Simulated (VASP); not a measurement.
# ZrO2 in VASP: further runs

ZrO2 is run at these levels: revPBE+D3(BJ), PBE+D3(BJ); tasks: single point, relaxation of cell and atoms.

Program: VASP 6.6.1. These are calculated values, not measurements. Logs are shortened: lines on timing, memory, paths and dates and some standing lists are left out, and cuts for length are marked.

## (1) The cell of the first run

It takes space group Fm-3m (No. 225, cubic). The conventional cell has a = 4.930 Å, b = 4.930 Å, c = 4.930 Å, α = 90.00°, β = 90.00°, γ = 90.00°. Zr (site symmetry m-3m) has 8 O at 2.13 Å within 2.8 Å. Within 2.8 Å of O (site symmetry -43m) lie 4 Zr at 2.13 Å and 6 O at 2.47 Å.

## (2) Single point, revPBE+D3(BJ)

File INCAR:

```
SYSTEM = ZrO2
PREC = Accurate
ENCUT = 600
EDIFF = 1E-6
ISMEAR = 0
SIGMA = 0.02
LREAL = .False.
LASPH = .True.
NELM = 120
ALGO = Normal
ISIF = 2
LWAVE = .False.
LCHARG = .True.
GGA = RE
IVDW = 12
LELF = .True.
LVHAR = .True.
NBANDS = 19
GGA_COMPAT = .False.
```

File KPOINTS:

```
Automatic mesh
0
Gamma
  8 8 8
  0 0 0
```

File POSCAR:

```
ZrO2
1.0
    0.0000000000      2.4651471682      2.4651471682
    2.4651471682      0.0000000000      2.4651471682
    2.4651471682      2.4651471682      0.0000000000
Zr O
1 2
Direct
    0.5000000000      0.5000000000      0.5000000000
    0.7500000000      0.7500000000      0.7500000000
    0.2500000000      0.2500000000      0.2500000000
```

Potentials or basis: VASP PAW PBE potentials, release 64 (Zr_sv, O).

The run is started by

```console
$ cat potpaw_PBE.64/Zr_sv/POTCAR potpaw_PBE.64/O/POTCAR > POTCAR
$ mpirun -np 1 vasp_std > vasp.out
```

OUTCAR:

```text
SYSTEM = ZrO2
   PREC = Accurate
   ENCUT = 600
   EDIFF = 1E-6
   ISMEAR = 0
   LREAL = .False.
   LASPH = .True.
   NELM = 120
   ISIF = 2
   GGA = RE
   IVDW = 12
 IVDW          = 12

 ion  position               nearest neighbor table
   1  0.500  0.500  0.500-   2 2.13   3 2.13   3 2.13   3 2.13   3 2.13   2 2.13   2 2.13   2 2.13

   2  0.750  0.750  0.750-   1 2.13   1 2.13   1 2.13   1 2.13
   3  0.250  0.250  0.250-   1 2.13   1 2.13   1 2.13   1 2.13

  LATTYP: Found a face centered cubic cell.
 ALAT       =     4.9302943364

  Lattice vectors:

 A1 = (   0.0000000000,   2.4651471682,   2.4651471682)
 A2 = (   2.4651471682,   0.0000000000,   2.4651471682)
 A3 = (   2.4651471682,   2.4651471682,   0.0000000000)

Analysis of symmetry for initial positions (statically):
=====================================================================
 Subroutine PRICEL returns:
 Original cell was already a primitive cell.

 Routine SETGRP: Setting up the symmetry group for a
 face centered cubic supercell.

 Subroutine GETGRP returns: Found 48 space group operations
 (whereof 48 operations were pure point group operations)
 out of a pool of 48 trial point group operations.

The static configuration has the point symmetry O_h .

Analysis of symmetry for dynamics (positions and initial velocities):
=====================================================================
 Subroutine PRICEL returns:
 Original cell was already a primitive cell.

 Routine SETGRP: Setting up the symmetry group for a
 face centered cubic supercell.

 Subroutine GETGRP returns: Found 48 space group operations
 (whereof 48 operations were pure point group operations)
 out of a pool of 48 trial point group operations.

The dynamic configuration has the point symmetry O_h .

 Subroutine INISYM returns: Found 48 space group operations
 (whereof 48 operations are pure point group operations),
 and found     1 'primitive' translations

----------------------------------------------------------------------------------------

                                     Primitive cell

  volume of cell :      29.9612

  direct lattice vectors                    reciprocal lattice vectors
     0.000000000  2.465147168  2.465147168    -0.202827647  0.202827647  0.202827647
     2.465147168  0.000000000  2.465147168     0.202827647 -0.202827647  0.202827647
     2.465147168  2.465147168  0.000000000     0.202827647  0.202827647 -0.202827647

  length of vectors
     3.486244559  3.486244559  3.486244559     0.351307790  0.351307790  0.351307790

  position of ions in fractional coordinates (direct lattice)
[... 75 lines left out ...]
   ISPIN  =      1    spin polarized calculation?
   LNONCOLLINEAR =      F non collinear calculations
   LSORBIT =      F    spin-orbit coupling
   LASPH  =      T    aspherical Exc in radial PAW
   ENCUT  =  600.0 eV  44.10 Ry    6.64 a.u.   6.96  6.96  6.96*2*pi/ulx,y,z
   NELM   =    120;   NELMIN=  2; NELMDL= -5     # of ELM steps
   EDIFF  = 0.1E-05   stopping-criterion for ELM
   LREAL  =      F    real-space projection
[... 7 lines left out ...]
   TEBEG  =    0.0;   TEEND  =   0.0 temperature during run
   PSTRESS=    0.0 pullay stress
   NELECT =      24.0000    total number of electrons
   NUPDOWN=      -1.0000    fix difference up-down
   EMIN   =  10.00;   EMAX   =-10.00  energy-range for DOS
   EFERMI =   0.00;   METHOD = LEGACY
   ISMEAR =     0;   SIGMA  =   0.02  broadening in eV -4-tet -1-fermi 0-gaus
   EFERMI_NEDOS =   21; number of points for ismear=-14 and -15
   IALGO  =     38    algorithm
   IMIX   =      4    mixing-type and parameters
     AMIX     =   0.40;   BMIX     =  1.00
     AMIX_MAG =   1.60;   BMIX_MAG =  1.00
  volume/ion in A,a.u.               =       9.99        67.40
  Fermi-wavevector in a.u.,A,eV,Ry     =   1.520404  2.873147 31.451621  2.311629
  Thomas-Fermi vector in A             =   2.629259
   LORBIT       =      0    0 simple, 1 ext, 2 COOP (PROOUT), +10 PAW based schemes
   GGA     = RE    functional components
   LHFCALC =     F    Hartree Fock is set to
   AEXX    =    0.0000 exact exchange contribution
   IVDW    =    12    specifies the selected vdW correction
   LEPSILON=     F    determine dielectric tensor
   LRPA    =     F    only Hartree local field effects (RPA)
 non-spin polarized calculation
 Gauss-broadening in eV      SIGMA  =   0.02
  energy-cutoff  :      600.00
  volume of cell :       29.96
 maximum number of plane-waves:      1012
   NGX = 13   NGY = 13   NGZ = 13

 number of electron      24.0000010 magnetization

 Free energy of the ion-electron system (eV)
  ---------------------------------------------------
  ext. energy  EPLUGINS =         0.00000000
  ---------------------------------------------------
  free energy    TOTEN  =       -26.99312074 eV

  energy without entropy =      -26.99312074  energy(sigma->0) =      -26.99312074

 E-fermi :   8.5504     XC(G=0): -12.1666

 val. band max:        8.4392088468   @ k =   0.5000   0.5000   0.0000
 cond. band min:      12.0796293467   @ k =   0.0000   0.0000   0.0000
 fundamental gap:      3.6404204999
 Fermi energy:         8.5504305198

 k-point     1 :       0.0000    0.0000    0.0000
  band No.  band energies     occupation
      1     -39.2469      2.00000
      2     -17.0680      2.00000
      3     -17.0680      2.00000
      4     -17.0680      2.00000
      5     -10.2752      2.00000
      6      -7.3941      2.00000
[... 505 lines left out ...]
      6      -7.8611      2.00000
[... 11 lines left out ...]
     18      19.7928      0.00000
     19      24.6569      0.00000

 [... further k-points ...]

------------------------ aborting loop because EDIFF is reached ----------------------------------------

 Edisp (eV)   -1.67586

 E8    (eV) :    -1.1471

  FORCE on cell =-STRESS in cart. coord.  units (eV):
  Direction    XX          YY          ZZ          XY          YZ          ZX
  --------------------------------------------------------------------------------------
  -------------------------------------------------------------------------------------
  Total       5.11642     5.11642     5.11642    -0.00000    -0.00000    -0.00000
  in kB     273.60156   273.60156   273.60156    -0.00000    -0.00000    -0.00000
  external pressure =      273.60 kB  Pullay stress =        0.00 kB

 VOLUME and BASIS-vectors are now :
 -----------------------------------------------------------------------------
  energy-cutoff  :      600.00
  volume of cell :       29.96
      direct lattice vectors                 reciprocal lattice vectors
     0.000000000  2.465147168  2.465147168    -0.202827647  0.202827647  0.202827647
     2.465147168  0.000000000  2.465147168     0.202827647 -0.202827647  0.202827647
     2.465147168  2.465147168  0.000000000     0.202827647  0.202827647 -0.202827647

 POSITION                                       TOTAL-FORCE (eV/Angst)
 -----------------------------------------------------------------------------------
      2.46515      2.46515      2.46515        -0.000000      0.000000      0.000000
      3.69772      3.69772      3.69772         0.000000      0.000000     -0.000000
      1.23257      1.23257      1.23257        -0.000000     -0.000000      0.000000
 -----------------------------------------------------------------------------------
    total drift:                                0.000000      0.000000      0.000000

  FREE ENERGIE OF THE ION-ELECTRON SYSTEM (eV)
  ---------------------------------------------------
  free  energy   TOTEN  =       -28.6689825345 eV

  energy  without entropy=      -28.6689825345  energy(sigma->0) =      -28.66898253
```

stdout:

```text
POSCAR found type information on POSCAR ZrO
 POSCAR found :  2 types and       3 ions
 scaLAPACK will be used
 -----------------------------------------------------------------------------
|                                                                             |
|                                                                             |
|     You enforced a specific xc type in the INCAR file but a different       |
|     I HOPE YOU KNOW WHAT YOU ARE DOING!                                     |
|                                                                             |
 -----------------------------------------------------------------------------

 LDA part: xc-table for (Slater+PW92), standard interpolation
 POSCAR, INCAR and KPOINTS ok, starting setup
 FFT: planning ... GRIDC
 FFT: planning ... GRID_SOFT
 FFT: planning ... GRID
 WAVECAR not read
 entering main loop
```

Wall time 55 s (1 thread of Intel Xeon 8259CL, shared host); peak memory 0.18 GiB.

What came out:

```
Free energy                : -28.6690 eV
Pressure                   : 27.4 GPa
Band gap on the k mesh     : 3.64 eV (least direct gap 4.20 eV)
Dispersion energy per atom : -0.559 eV
```

Caveat: the cell stands under pressure; the PAW data sets were made with another functional, which shifts forces and pressure a little. A k mesh can miss the band edges.

## (3) Single point, PBE+D3(BJ)

This run uses another cell than the first one, of 10.97 Å³/atom.

File INCAR:

```
PREC = Accurate ; ENCUT = 600
EDIFF = 1E-6 ; ISMEAR = 0
SIGMA = 0.01 ; LREAL = False
LASPH = True ; NELM = 120
ALGO = Normal ; ISIF = 2
LWAVE = False ; LCHARG = False
GGA = PE ; IVDW = 12
NBANDS = 19 ; GGA_COMPAT = False
```

File KPOINTS:

```
regular mesh
0
Gamma
  8 8 8
```

File POSCAR:

```
ZrO2
1.0
    0.0000000000      2.5437767819      2.5437767819
    2.5437767819      0.0000000000      2.5437767819
    2.5437767819      2.5437767819      0.0000000000
Zr O
1 2
Direct
    0.5000000000      0.5000000000      0.5000000000
    0.7500000000      0.7500000000      0.7500000000
    0.2500000000      0.2500000000      0.2500000000
```

Potentials or basis: VASP PAW PBE potentials, release 64 (Zr_sv, O).

The run is started by

```console
$ cat potpaw_PBE.64/Zr_sv/POTCAR potpaw_PBE.64/O/POTCAR > POTCAR
$ mpirun -np 1 vasp_std > vasp.out
```

Run time: 57 s. Hardware: 1 thread of Intel Xeon 8259CL, shared host; peak memory 0.19 GiB.

Results (log left out):

```yaml
Free_energy: -29.3667 eV
Pressure: 0.1 GPa
Band_gap_on_the_k_mesh: 3.36 eV (least direct gap 3.80 eV)
Dispersion_energy_per_atom: -0.267 eV
```

Levels at points of the mesh, in eV from the valence-band top:
| k point | band 9 | band 10 | band 11 | band 12 | band 13 | band 14 | band 15 | band 16 |
| --- | --- | --- | --- | --- | --- | --- | --- | --- |
| (0.00, 0.00, 0.00) | -5.24 | -0.53 | -0.53 | -0.53 | 3.36 | 3.36 | 6.59 | 9.38 |
| (0.50, 0.00, 0.00) | -2.53 | -2.47 | -1.64 | -1.64 | 4.00 | 4.00 | 6.10 | 8.48 |
| (0.50, 0.50, 0.00) | -3.15 | -1.51 | -1.51 | 0.00 | 3.80 | 4.75 | 5.84 | 7.29 |

A k mesh can miss the band edges.

## (4) Single point, PBE+D3(BJ)

This run uses another cell than the first one, of 10.97 Å³/atom.

File INCAR:

```
ALGO     = Normal         # electronic algorithm
EDIFF    = 1E-6           # SCF threshold, eV
ENCUT    = 600            # plane-wave cutoff, eV
GGA      = PE             # functional
GGA_COMPAT= False        
ISIF     = 2              # what is computed and relaxed
ISMEAR   = 0              # smearing method
IVDW     = 12             # dispersion correction
LASPH    = True           # aspherical terms in the spheres
LCHARG   = False          # write CHGCAR
LREAL    = False          # projectors in reciprocal space
LWAVE    = False          # write WAVECAR
NBANDS   = 19             # bands
NELM     = 120            # most SCF steps
PREC     = Accurate       # precision mode
SIGMA    = 0.1            # smearing width, eV
```

File KPOINTS:

```
k-points
0
Gamma
  6 6 6
```

File POSCAR:

```
ZrO2
1.0
    1.7963644564      1.0371315025      2.9430822243
   -1.7963644564      1.0371315025      2.9430822243
    0.0000000000     -2.0742630049      2.9430822243
Zr O
1 2
Direct
    0.5000000000      0.5000000000      0.5000000000
    0.7498388428      0.7498388428      0.7498388428
    0.2501611572      0.2501611572      0.2501611572
```

The run is started by

```console
$ cat potpaw_PBE.64/Zr_sv/POTCAR potpaw_PBE.64/O/POTCAR > POTCAR
$ mpirun -np 1 vasp_std > vasp.out
```

It took 56 s on 1 thread of Intel Xeon 8259CL, shared host; peak memory 0.19 GiB.

The run converged. Its results:

```
Free energy                : -29.3666 eV
Pressure                   : 0.3 GPa
Band gap on the k mesh     : 3.36 eV (least direct gap 3.80 eV)
Dispersion energy per atom : -0.268 eV
```

Stress tensor (GPa, compression positive):
```
 0.39  0.00  0.00
 0.00  0.39  0.00
 0.00  0.00 -0.04
```

Levels at points of the mesh, in eV from the valence-band top:
| k point | band 10 | band 11 | band 12 | band 13 | band 14 | band 15 |
| --- | --- | --- | --- | --- | --- | --- |
| (0.00, 0.00, 0.00) | -0.53 | -0.53 | -0.53 | 3.36 | 3.36 | 6.60 |
| (0.50, 0.00, 0.00) | -2.48 | -1.65 | -1.63 | 3.99 | 4.02 | 6.12 |
| (0.50, 0.50, 0.00) | -1.52 | -1.50 | 0.00 | 3.80 | 4.75 | 5.85 |
| (0.50, 0.50, 0.50) | -2.47 | -1.65 | -1.65 | 4.00 | 4.00 | 6.08 |

A k mesh can miss the band edges.

## (5) Relaxation of cell and atoms, PBE+D3(BJ)

This run uses another cell than the first one, of 10.97 Å³/atom.

File INCAR:

```
SYSTEM = ZrO2
ALGO = Normal ; EDIFF = 1E-7
EDIFFG = -0.001 ; ENCUT = 600
GGA = PE ; GGA_COMPAT = .FALSE.
IBRION = 2 ; ISIF = 3
ISMEAR = 0 ; IVDW = 12
LASPH = .TRUE. ; LCHARG = .FALSE.
LREAL = .FALSE. ; LWAVE = .FALSE.
NELM = 120 ; NELMIN = 4
NSW = 80 ; PREC = Accurate
SIGMA = 0.01
```

File KPOINTS:

```
k-points
0
G
  8 8 8
  0 0 0
```

File POSCAR:

```
ZrO2
1.0
    0.0000000000      2.5438747277      2.5438747277
    2.5438747277      0.0000000000      2.5438747277
    2.5438747277      2.5438747277      0.0000000000
Zr O
1 2
Direct
    0.5000000000      0.5000000000      0.5000000000
    0.7500000000      0.7500000000      0.7500000000
    0.2500000000      0.2500000000      0.2500000000
```

The run is started by

```console
$ cat potpaw_PBE.64/Zr_sv/POTCAR potpaw_PBE.64/O/POTCAR > POTCAR
$ mpirun -np 1 vasp_std > vasp.out
```

It took 1.7 min on 1 thread of Intel Xeon 8259CL, shared host; peak memory 0.19 GiB.

Results (log left out):

```yaml
Free_energy: -29.3668 eV
Relaxed_volume: 10.98 Å³/atom
Relaxed_cell: a = 3.598 Å, b = 3.598 Å, c = 3.598 Å, α = 60.00°, β = 60.00°, γ = 60.00°
Space_group_after_relaxing_to_0.1_Å: Fm-3m (No. 225)
Energy_gained_by_relaxing: 0.0 meV/atom
Ionic_steps: 3
Pressure_after_relaxing: 0.0 GPa
Band_gap_on_the_k_mesh: 3.36 eV (least direct gap 3.80 eV)
Dispersion_energy_per_atom: -0.267 eV
```

Final structure:
```
Zr O
1.0
     0.00000    2.54409    2.54409
     2.54409    0.00000    2.54409
     2.54409    2.54409    0.00000
Zr O
1 2
Cartesian
  2.5441 2.5441 2.5441
  3.8161 3.8161 3.8161
  1.2720 1.2720 1.2720
```

Levels at points of the mesh, in eV from the valence-band top:
| k point | band 9 | band 10 | band 11 | band 12 | band 13 | band 14 | band 15 | band 16 |
| --- | --- | --- | --- | --- | --- | --- | --- | --- |
| (0.00, 0.00, 0.00) | -5.24 | -0.53 | -0.53 | -0.53 | 3.36 | 3.36 | 6.59 | 9.38 |
| (0.50, 0.00, 0.00) | -2.53 | -2.47 | -1.64 | -1.64 | 4.00 | 4.00 | 6.10 | 8.47 |
| (0.50, 0.50, 0.00) | -3.15 | -1.51 | -1.51 | 0.00 | 3.80 | 4.74 | 5.84 | 7.29 |

## (6) Overview

```tsv
task	level	cell	k mesh	smearing	gap on the mesh (eV)	pressure (GPa)
single point	revPBE+D3(BJ)	a = 3.486 Å, angles 60.0°, 3 atoms	8 × 8 × 8	gaussian 0.02 eV	3.64	27.4
single point	PBE+D3(BJ)	a = 3.597 Å, angles 60.0°, 3 atoms	8 × 8 × 8	gaussian 0.01 eV	3.36	0.1
single point	PBE+D3(BJ)	a = 3.601 Å, angles 59.9°, 3 atoms	6 × 6 × 6	gaussian 0.1 eV	3.36	0.3
relaxation of cell and atoms	PBE+D3(BJ)	relaxed from a = 3.598 Å, angles 60.0°, 3 atoms	8 × 8 × 8	gaussian 0.01 eV	3.36	0.0
```

Alike in all rows: potentials or basis VASP PAW PBE potentials, release 64 (Zr_sv, O); no spin polarisation; cutoff (eV) 600.

Caveats: the cell stands under pressure (at least some runs); the PAW data sets were made with another functional, which shifts forces and pressure a little (at least some runs).

Absolute energies hang on the potentials; compare differences alone.
